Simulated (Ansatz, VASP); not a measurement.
# One calculation of Pd, two programs

INCAR

```
PREC     = Accurate       # precision mode
ENCUT    = 600            # plane-wave cutoff, eV
EDIFF    = 1E-7           # SCF threshold, eV
ISMEAR   = -1             # smearing method
SIGMA    = 0.05           # smearing width, eV
LREAL    = F              # projectors in reciprocal space
LASPH    = T              # aspherical terms in the spheres
NELM     = 150            # most SCF steps
ALGO     = Normal         # electronic algorithm
ISIF     = 3              # what is computed and relaxed
LWAVE    = F              # write WAVECAR
LCHARG   = F              # write CHGCAR
MAGMOM   = 0 0 0          # initial moments
LORBIT   = 11             # projections on sites
LSORBIT  = T              # spin-orbit coupling
GGA_COMPAT= F            
LORBMOM  = T            
LMAXMIX  = 4              # l up to which the mixer works
GGA      = PE             # functional
IBRION   = 2              # ionic algorithm
NSW      = 45             # ionic steps
EDIFFG   = -0.005         # ionic threshold
```

Contents of KPOINTS:

```
Automatic mesh
0
Gamma
  18 18 18
```

Contents of POSCAR:

```
Pd
1.0
   -1.5690291878      1.5690291878      1.5690291878
    1.5690291878     -1.5690291878      1.5690291878
    1.5690291878      1.5690291878     -1.5690291878
Pd
1
Direct
    0.0000000000      0.0000000000      0.0000000000
```

Input for Ansatz:

```yaml
crystal:
  lattice:
    - [-1.5690291878, 1.5690291878, 1.5690291878]
    - [1.5690291878, -1.5690291878, 1.5690291878]
    - [1.5690291878, 1.5690291878, -1.5690291878]
  atoms:
    - { symbol: Pd, position: [0.0, 0.0, 0.0] }
kpoints:
  mp_grid: { grid: [18, 18, 18] }
scf:
  occupations: { method: fermi_dirac, width: 0.05 }
hamiltonian:
  xc: pbe
  pseudopotentials: { kind: all_electron, lapw: { basis_error: 0.0005 } }
output:
  forces: true
  stress: true
  eigenvalues: true
  populations: true
relax:
  f_tol: 0.005
  max_steps: 25
  cell: {}
magnetization:
  noncollinear: true
  spin_orbit: true
```

Alike in both runs: task relaxation of cell and atoms; functional PBE; k mesh 18 × 18 × 18; occupations fermi-dirac, width 0.05 eV; non-collinear spin, spin-orbit coupling.

|  | VASP | Ansatz |
| --- | --- | --- |
| version | VASP 6.6.1 | Ansatz 0.2.0 |
| potentials or method | VASP PAW PBE potentials, release 64 (Pd), cutoff 600 eV | all-electron LAPW |

Ansatz gave:

```
relaxed volume (Å³/atom)                                        : 15.44
relaxed length of the cell vector where the two differ most in proportion (Å) : 2.717
```

**Question.** Estimate VASP's values.

**Answer.** Relaxed volume (Å³/atom): 15.42; relaxed length of the cell vector where the two differ most in proportion (Å): 2.716.

Ansatz ran all-electron here, and VASP with PAW potentials.
